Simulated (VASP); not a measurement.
Wanted: the native input for a VASP 6.6.1 run.

* Task: relaxation of cell and atoms
* Functional: PBE
* Potentials or basis: VASP PAW PBE potentials, release 64 (Tl_d, F)
* Cutoff: 600 eV
* k mesh: 12 × 12 × 14
* Occupations: gaussian, width 0.1 eV
* Spin: no spin polarisation
* Dipole correction: no
* Further INCAR settings: ALGO = Fast; EDIFF = 1e-06; IBRION = 2; EDIFFG = -0.01; NSW = 100; ISIF = 3

The structure of Tl2F lies in POSCAR:

```
Tl2F
1.0
    5.2324286674      0.0000000000      0.0000000000
   -2.6162143337      4.5314161495      0.0000000000
    0.0000000000      0.0000000000      3.4406746962
Tl F
2 1
Direct
    0.3333333333      0.6666666667      0.5000000000
    0.6666666667      0.3333333333      0.5000000000
    0.0000000000      0.0000000000      0.5000000000
```

The cell was generated, and may not be a known phase.

The input as run:

INCAR

```
SYSTEM = Tl2F
PREC = Accurate
ENCUT = 600
EDIFF = 1E-6
ISMEAR = 0
SIGMA = 0.1
LREAL = .FALSE.
LASPH = .TRUE.
NELM = 100
ALGO = Fast
ISIF = 3
LWAVE = .FALSE.
LCHARG = .FALSE.
GGA = PE
IBRION = 2
NSW = 100
EDIFFG = -0.01
```

KPOINTS

```
Automatic mesh
0
G
  12 12 14
  0 0 0
```

Potentials or basis: VASP PAW PBE potentials, release 64 (Tl_d, F).

Command:

```bash
$ cat potpaw_PBE.64/Tl_d/POTCAR potpaw_PBE.64/F/POTCAR > POTCAR
$ mpirun -np 1 vasp_std > vasp.out
```

Results of the run:

| Quantity | Value |
| --- | --- |
| Relaxed volume | 27.19 Å³/atom |
| Relaxed cell | a = 5.213 Å, b = 5.213 Å, c = 3.465 Å, α = 90.00°, β = 90.00°, γ = 120.00° |
| Space group after relaxing (to 0.1 Å) | P6/mmm (No. 191) |
| Energy gained by relaxing | 0.3 meV/atom |
| Ionic steps | 7 |
| Pressure after relaxing | 0.0 GPa |
| Band gap on the k mesh | zero (an odd number of electrons rules out a gap without spin polarisation) |

Caveat: spin-orbit coupling is left out, which moves the levels of the heavy elements.

Run time: 24 min on 1 thread of Oxide Virtual Turin-like Processor, with other jobs on the host, peak memory 0.4 GiB.
